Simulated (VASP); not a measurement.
Wanted: the native input for a VASP 6.6.1 run.

| Item | Value |
| --- | --- |
| Task | single point |
| Functional | r2SCAN |
| Potentials or basis | VASP PAW PBE potentials, release 64 (Bi_d) |
| Cutoff | 520 eV |
| k mesh | 8 × 8 × 8 |
| Occupations | fermi-dirac, width 0.1 eV |
| Spin | no spin polarisation |
| Dipole correction | no |
| Further INCAR settings | ALGO = Normal; EDIFF = 1e-07; NBANDS = 22 |

Bi:

```
CELL_PARAMETERS angstrom
0.00000 3.69593 3.69593
3.69593 0.00000 3.69593
3.69593 3.69593 0.00000
ATOMIC_POSITIONS crystal
Bi 0.00000 0.00000 0.00000
Bi 0.25000 0.25000 0.25000
```

This isn't the form of Bi at room conditions, which is rhombohedral.

The input as run:

POSCAR

```
Bi
1.0
    0.0000000000      3.6959326486      3.6959326486
    3.6959326486      0.0000000000      3.6959326486
    3.6959326486      3.6959326486      0.0000000000
Bi
2
Direct
    0.0000000000      0.0000000000      0.0000000000
    0.2500000000      0.2500000000      0.2500000000
```

INCAR.step1

```
SYSTEM = Bi
  ALGO = Normal
  EDIFF = 1E-4
  ENCUT = 520
  GGA = PE
  ISMEAR = -1
  LASPH = .True.
  LCHARG = .False.
  LREAL = .False.
  LWAVE = .True.
  NBANDS = 22
  NELM = 60
  PREC = Accurate
  SIGMA = 0.1
```

INCAR.step2

```
SYSTEM = Bi
  ALGO = Normal
  EDIFF = 1E-7
  ENCUT = 520
  ISIF = 2
  ISMEAR = -1
  ISTART = 1
  LASPH = .True.
  LCHARG = .False.
  LMIXTAU = .True.
  LREAL = .False.
  LWAVE = .False.
  METAGGA = R2SCAN
  NBANDS = 22
  NELM = 60
  PREC = Accurate
  SIGMA = 0.1
```

KPOINTS

```
k-points
0
Gamma
  8 8 8
  0 0 0
```

Potentials or basis: VASP PAW PBE potentials, release 64 (Bi_d).

Command:

```bash
$ cat potpaw_PBE.64/Bi_d/POTCAR > POTCAR
$ cp INCAR.step1 INCAR
$ mpirun -np 1 vasp_std > vasp.out
$ cp INCAR.step2 INCAR
$ mpirun -np 1 vasp_std > vasp.out
```

Results of the run:

| Property | Result |
| --- | --- |
| Pressure | -1.8 GPa |
| Band gap on the k mesh | zero (bands 15 and 16 overlap by 0.91 eV) |

Caveat: the PAW data sets were made with another functional, which shifts forces and pressure a little; spin-orbit coupling is left out, which moves the levels of the heavy elements.

It took 3.3 min on 1 thread of Intel(R) Xeon(R) Platinum 8259CL CPU @ 2.50GHz (Skylake/Cascade Lake) (shared host), peak memory 0.27 GiB.
